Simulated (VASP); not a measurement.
Set up this calculation in VASP 6.6.1, as the native input.

```yaml
Task: relaxation of cell and atoms
Functional: LDA
Potentials_or_basis: VASP PAW LDA potentials, release 64 (Zn, O)
Cutoff: 600 eV
k_mesh: 8 × 8 × 4
Occupations: gaussian, width 0.01 eV
Spin: no spin polarisation
Target_pressure: 15 GPa
Dipole_correction: no
Further_INCAR_settings: ALGO = Normal; EDIFF = 1e-06; IBRION = 2; EDIFFG = -0.002; NSW = 100; ISIF = 3
```

The structure of ZnO lies in POSCAR:

```
ZnO
1.0
    3.1871458518      0.0000000000      0.0000000000
   -1.5935729259      2.7601492732      0.0000000000
    0.0000000000      0.0000000000      5.1524051692
Zn O
2 2
Direct
    0.3333333333      0.6666666667      0.5002826654
    0.6666666667      0.3333333333      0.0002826654
    0.6666666667      0.3333333333      0.3787273346
    0.3333333333      0.6666666667      0.8787273346
```

One way to write it, as run:

INCAR

```
PREC = Accurate
ENCUT = 600
EDIFF = 1E-6
ISMEAR = 0
SIGMA = 0.01
LREAL = F
LASPH = T
NELM = 80
ALGO = Normal
ISIF = 3
LWAVE = F
LCHARG = F
IBRION = 2
NSW = 100
EDIFFG = -0.002
PSTRESS = 150.0
```

KPOINTS

```
regular mesh
0
Gamma
  8 8 4
```

Potentials or basis: VASP PAW LDA potentials, release 64 (Zn, O).

Launch:

```sh
$ cat potpaw_LDA.64/Zn/POTCAR potpaw_LDA.64/O/POTCAR > POTCAR
$ mpirun -np 1 vasp_std > vasp.out
```

It gave:

* Relaxed volume: 10.55 Å³/atom
* Relaxed cell: a = 3.111 Å, b = 3.111 Å, c = 5.035 Å, α = 90.00°, β = 90.00°, γ = 120.00°
* Space group after relaxing (to 0.05 Å): P6_3mc (No. 186)
* Energy change on relaxing (the enthalpy is what falls): +37.2 meV/atom
* Ionic steps: 22
* Pressure after relaxing: 15.0 GPa
* Band gap on the k mesh: 0.92 eV, direct

Caveat: the cell is relaxed towards a set pressure, so the enthalpy falls and the energy may rise.

Wall time 4.2 min on 1 thread of Intel(R) Xeon(R) Platinum 8259CL CPU @ 2.50GHz (Skylake/Cascade Lake) (shared host), peak memory 0.17 GiB.
